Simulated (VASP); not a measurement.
# Cr (P6/mmm) in VASP: relaxation of cell and atoms with PBE

Aim: the relaxation of cell and atoms of Cr with PBE.

Everything below comes from runs of VASP 6.6.1. Logs are shortened: lines on timing, memory, paths and dates and some standing lists are left out, and cuts for length are marked.

### Step 1. The cell of the first run

The structure is hexagonal, space group P6/mmm (No. 191). Conventional cell: a = 2.285 Å, b = 2.285 Å, c = 2.031 Å, α = 90.00°, β = 90.00°, γ = 120.00°. Cr (site symmetry 6/mmm) has 8 Cr at 2.03 to 2.29 Å within 2.7 Å.

### Step 2. Relaxation of cell and atoms, PBE, collinear spin, ferromagnetic start, target pressure 110 GPa, at which the enthalpy is minimised

INCAR reads:

```
  ALGO = Normal
  EDIFF = 1E-6
  EDIFFG = -0.005
  ENCUT = 600
  GGA = PE
  IBRION = 2
  ISIF = 3
  ISMEAR = -1
  ISPIN = 2
  LASPH = T
  LCHARG = F
  LMAXMIX = 4
  LORBIT = 11
  LREAL = F
  LWAVE = F
  MAGMOM = 2
  NELM = 150
  NSW = 32
  PREC = Accurate
  PSTRESS = 1100.0
  SIGMA = 0.1
```

KPOINTS reads:

```
k-points
0
Gamma
  19 19 18
```

POSCAR reads:

```
Cr
1.0
    2.2850427216      0.0000000000      0.0000000000
   -1.1425213608      1.9789050457      0.0000000000
    0.0000000000      0.0000000000      2.0310643700
Cr
1
Direct
    0.0000000000      0.0000000000      0.0000000000
```

Potentials or basis: VASP PAW PBE potentials, release 64 (Cr_pv).

Command:

```console
$ cat potpaw_PBE.64/Cr_pv/POTCAR > POTCAR
$ mpirun -np 1 vasp_std > vasp.out
```

OUTCAR:

```text
EDIFF = 1E-6
   EDIFFG = -0.005
   ENCUT = 600
   GGA = PE
   IBRION = 2
   ISIF = 3
   ISMEAR = -1
   ISPIN = 2
   LASPH = T
   LORBIT = 11
   LREAL = F
   NELM = 150
   NSW = 32
   PREC = Accurate
   PSTRESS = 1100.0

 ion  position               nearest neighbor table
   1  0.000  0.000  0.000-

  LATTYP: Found a hexagonal cell.
 ALAT       =     2.2850427216
 C/A-ratio  =     0.8888518148

  Lattice vectors:

 A1 = (   2.2850427216,   0.0000000000,   0.0000000000)
 A2 = (  -1.1425213608,   1.9789050457,   0.0000000000)
 A3 = (   0.0000000000,   0.0000000000,   2.0310643700)

Analysis of symmetry for initial positions (statically):
=====================================================================
 Subroutine PRICEL returns:
 Original cell was already a primitive cell.

 Routine SETGRP: Setting up the symmetry group for a
 hexagonal supercell.

 Subroutine GETGRP returns: Found 24 space group operations
 (whereof 24 operations were pure point group operations)
 out of a pool of 24 trial point group operations.

The static configuration has the point symmetry D_6h.

Analysis of symmetry for dynamics (positions and initial velocities):
=====================================================================
 Subroutine PRICEL returns:
 Original cell was already a primitive cell.

 Routine SETGRP: Setting up the symmetry group for a
 hexagonal supercell.

 Subroutine GETGRP returns: Found 24 space group operations
 (whereof 24 operations were pure point group operations)
 out of a pool of 24 trial point group operations.

The dynamic configuration has the point symmetry D_6h.

Analysis of structural, dynamic, and magnetic symmetry:
=====================================================================
 Subroutine PRICEL returns:
 Original cell was already a primitive cell.

 Routine SETGRP: Setting up the symmetry group for a
 hexagonal supercell.

 Subroutine GETGRP returns: Found 24 space group operations
 (whereof 24 operations were pure point group operations)
 out of a pool of 24 trial point group operations.

The overall configuration has the point symmetry D_6h.

 Subroutine INISYM returns: Found 24 space group operations
 (whereof 24 operations are pure point group operations),
 and found     1 'primitive' translations

----------------------------------------------------------------------------------------

                                     Primitive cell

  volume of cell :       9.1842

  direct lattice vectors                    reciprocal lattice vectors
     2.285042722  0.000000000  0.000000000     0.437628579  0.252664978  0.000000000
    -1.142521361  1.978905046  0.000000000     0.000000000  0.505329956  0.000000000
     0.000000000  0.000000000  2.031064370     0.000000000  0.000000000  0.492352687

  length of vectors
     2.285042722  2.285042722  2.031064370     0.505329956  0.505329956  0.492352687

  position of ions in fractional coordinates (direct lattice)
     0.000000000  0.000000000  0.000000000

  ion indices of the primitive-cell ions
   primitive index   ion index
                 1           1

----------------------------------------------------------------------------------------

 KPOINTS: k-points

Automatic generation of k-mesh.
 Grid dimensions read from file:
 generate k-points for:   19   19   18

 Generating k-lattice:

  Cartesian coordinates                     Fractional coordinates (reciprocal lattice)
     0.023033083  0.013298157  0.000000000     0.052631579  0.000000000  0.000000000
     0.000000000  0.026596313  0.000000000     0.000000000  0.052631579  0.000000000
     0.000000000  0.000000000  0.027352927     0.000000000  0.000000000  0.055555556

  Length of vectors
     0.026596313  0.026596313  0.027352927

  Shift w.r.t. Gamma in fractional coordinates (k-lattice)
     0.000000000  0.000000000  0.000000000

 Subroutine IBZKPT returns following result:
 ===========================================

 Found    400 irreducible k-points:

 Following reciprocal coordinates:
            Coordinates               Weight
  0.000000  0.000000  0.000000      1.000000
  0.052632  0.000000  0.000000      6.000000
  0.105263  0.000000  0.000000      6.000000
  0.157895  0.000000  0.000000      6.000000
  0.210526  0.000000  0.000000      6.000000
  0.263158  0.000000  0.000000      6.000000
[... 16 lines left out ...]
  0.263158  0.105263  0.000000     12.000000
  0.315789  0.105263  0.000000     12.000000
 [... further k-points ...]
   k-points           NKPTS =    400   k-points in BZ     NKDIM =    400   number of bands    NBANDS=     11
   number of dos      NEDOS =    301   number of ions     NIONS =      1
   total plane-waves  NPLWV =   5184
   dimension x,y,z NGX =    18 NGY =   18 NGZ =   16
   dimension x,y,z NGXF=    36 NGYF=   36 NGZF=   32
   ions per type =               1
   NGX,Y,Z   is equivalent  to a cutoff of  13.10, 13.10, 13.10 a.u.
   NGXF,Y,Z  is equivalent  to a cutoff of  26.19, 26.19, 26.19 a.u.
 SYSTEM =  unknown system
   PREC   = accura    normal or accurate (medium, high low for compatibility)
   ISTART =      0    job   : 0-new  1-cont  2-samecut
   ICHARG =      2    charge: 1-file 2-atom 10-const
   ISPIN  =      2    spin polarized calculation?
   LNONCOLLINEAR =      F non collinear calculations
   LSORBIT =      F    spin-orbit coupling
   LASPH  =      T    aspherical Exc in radial PAW
   ENCUT  =  600.0 eV  44.10 Ry    6.64 a.u.   4.56  4.56  4.06*2*pi/ulx,y,z
   NELM   =    150;   NELMIN=  2; NELMDL= -5     # of ELM steps
   EDIFF  = 0.1E-05   stopping-criterion for ELM
   LREAL  =      F    real-space projection
   EDIFFG = -.5E-02   stopping-criterion for IOM
   NSW    =     32    number of steps for IOM
   IBRION =      2    ionic relax: 0-MD 1-quasi-New 2-CG
   NFREE  =      1    steps in history (QN), initial steepest desc. (CG)
   ISIF   =      3    stress and relaxation
   ISYM   =      2    0-nonsym 1-usesym 2-fastsym
   POTIM  = 0.5000    time-step for ionic-motion
   TEBEG  =    0.0;   TEEND  =   0.0 temperature during run
   PSTRESS= 1100.0 pullay stress
   NELECT =      12.0000    total number of electrons
   NUPDOWN=      -1.0000    fix difference up-down
   EMIN   =  10.00;   EMAX   =-10.00  energy-range for DOS
   EFERMI =   0.00;   METHOD = LEGACY
   ISMEAR =    -1;   SIGMA  =   0.10  broadening in eV -4-tet -1-fermi 0-gaus
   EFERMI_NEDOS =   21; number of points for ismear=-14 and -15
   IALGO  =     38    algorithm
   IMIX   =      4    mixing-type and parameters
     AMIX     =   0.40;   BMIX     =  1.00
     AMIX_MAG =   1.60;   BMIX_MAG =  1.00
  volume/ion in A,a.u.               =       9.18        61.98
  Fermi-wavevector in a.u.,A,eV,Ry     =   1.789730  3.382100 43.581291  3.203135
  Thomas-Fermi vector in A             =   2.852645
   LORBIT       =     11    0 simple, 1 ext, 2 COOP (PROOUT), +10 PAW based schemes
   GGA     = PE    functional components
   LHFCALC =     F    Hartree Fock is set to
   AEXX    =    0.0000 exact exchange contribution
   IVDW    =     0    specifies the selected vdW correction
   LEPSILON=     F    determine dielectric tensor
   LRPA    =     F    only Hartree local field effects (RPA)
 conjugate gradient relaxation of ions
 spin polarized calculation
  energy-cutoff  :      600.00
  volume of cell :        9.18
 maximum number of plane-waves:       326
   NGX =  9   NGY =  9   NGZ =  9

--------------------------------------- Ionic step        1  -------------------------------------------

 number of electron      12.0000004 magnetization       0.0002295

 number of electron      12.0000004 magnetization      -0.0000722

 Free energy of the ion-electron system (eV)
  ---------------------------------------------------
  ext. energy  EPLUGINS =         0.00000000
  ---------------------------------------------------
  free energy    TOTEN  =        -7.94428499 eV

  energy without entropy =       -7.91123950  energy(sigma->0) =       -7.92776225

------------------------ aborting loop because EDIFF is reached ----------------------------------------

  FORCE on cell =-STRESS in cart. coord.  units (eV):
  Direction    XX          YY          ZZ          XY          YZ          ZX
  --------------------------------------------------------------------------------------
  -------------------------------------------------------------------------------------
  Total        6.3622551      6.3622551      6.6334307      0.0000000     -0.0000000      0.0000000
  in kB     1109.8868156   1109.8868157   1157.1930358      0.0000000     -0.0000000      0.0000000
  external PRESSURE =      25.6555557 kB  Pullay stress =    1100.0000000 kB
[... 141 lines left out ...]
--------------------------------------- Ionic step        5  -------------------------------------------

 number of electron      12.0000003 magnetization      -0.0000107

 number of electron      12.0000003 magnetization       0.0000287

 Free energy of the ion-electron system (eV)
  ---------------------------------------------------
  ext. energy  EPLUGINS =         0.00000000
  ---------------------------------------------------
  free energy    TOTEN  =        -7.97021172 eV

  energy without entropy =       -7.93761705  energy(sigma->0) =       -7.95391439

 E-fermi :  14.4828     XC(G=0): -14.9361

 val. band max:       14.4785466368   @ k =   0.1053   0.0000   0.2778
 cond. band min:      14.4911875829   @ k =   0.2105   0.0000   0.4444
 fundamental gap:      0.0126409461
 Fermi energy:        14.4827980831

 spin component 1

 k-point     1 :       0.0000    0.0000    0.0000
  band No.  band energies     occupation
      1     -27.6289      1.00000
      2     -27.6289      1.00000
      3     -27.1531      1.00000
      4       6.1237      1.00000
      5       9.8614      1.00000
      6      13.5078      0.99994
      7      13.5078      0.99994
      8      18.4258      0.00000
      9      18.4258      0.00000
     10      22.3612      0.00000
     11      34.9910      0.00000
[... 309 lines left out ...]
 k-point    24 :       0.3158    0.1053    0.0000
  band No.  band energies     occupation
      1     -29.2168      1.00000
      2     -28.1020      1.00000
      3     -26.9823      1.00000
      4       9.5638      1.00000
      5      10.9237      1.00000
      6      13.1368      1.00000
      7      16.4249      0.00000
      8      17.8685      0.00000
      9      18.0415      0.00000
     10      22.3599      0.00000
     11      28.5580      0.00000

 [... further k-points ...]

 spin component 2

 k-point     1 :       0.0000    0.0000    0.0000
  band No.  band energies     occupation
      1     -27.6289      1.00000
      2     -27.6289      1.00000
      3     -27.1531      1.00000
      4       6.1237      1.00000
      5       9.8614      1.00000
      6      13.5078      0.99994
      7      13.5078      0.99994
      8      18.4258      0.00000
      9      18.4258      0.00000
     10      22.3612      0.00000
     11      34.9910      0.00000
[... 350 lines left out ...]
  FREE ENERGIE OF THE ION-ELECTRON SYSTEM (eV)
  ---------------------------------------------------
  free  energy   TOTEN  =        -7.9702117240 eV

  energy  without entropy=       -7.9376170534  energy(sigma->0) =       -7.95391439

  enthalpy is  TOTEN    =        -1.6395801549 eV   P V=        6.3306315691

 reached required accuracy - stopping structural energy minimisation

 total charge

# of ion       s       p       d       tot
------------------------------------------
    1        0.519   6.492   4.786  11.797

 magnetization (x)

# of ion       s       p       d       tot
------------------------------------------
    1       -0.000   0.000  -0.000  -0.000
```

Run time: 2.7 min. Hardware: 1 thread of Intel Xeon Platinum 8488C (Sapphire Rapids), shared host; peak memory 0.2 GiB.

What came out:

```yaml
Free_energy: -7.9702 eV
Relaxed_volume: 9.22 Å³/atom
Relaxed_cell: a = 2.283 Å, b = 2.283 Å, c = 2.043 Å, α = 90.00°, β = 90.00°, γ = 120.00°
Space_group_after_relaxing_to_0.05_Å: P6/mmm (No. 191)
Energy_change_on_relaxing_the_enthalpy_is_what_falls: -25.9 meV/atom
Ionic_steps: 5
Pressure_after_relaxing: 110.0 GPa
Band_gap_on_the_k_mesh: zero (filled and empty bands overlap)
Net_moment: 0.00 μB per cell
Valence_electrons_inside_the_program's_atomic_spheres: Cr 11.80
```

Step by step:
```csv
step,energy change (eV),largest force (eV/Å),pressure (GPa),volume (Å³)
1,0.0000,0.0000,112.57,9.18
2,-0.1298,0.0000,99.71,9.38
3,-0.0357,0.0000,109.10,9.24
4,-0.0140,0.0000,110.96,9.20
5,-0.0259,0.0000,110.03,9.22
```

Final structure:
```xyz
1
Lattice="2.2831 0.0000 0.0000 -1.1415 1.9772 0.0000 0.0000 0.0000 2.0427" Properties=species:S:1:pos:R:3 pbc="T T T"
Cr    0.0000    0.0000    2.0427
```

Caveat: the starting moments collapsed, and a magnetic state may lie lower; the cell is relaxed towards a set pressure, so the enthalpy falls and the energy may rise.
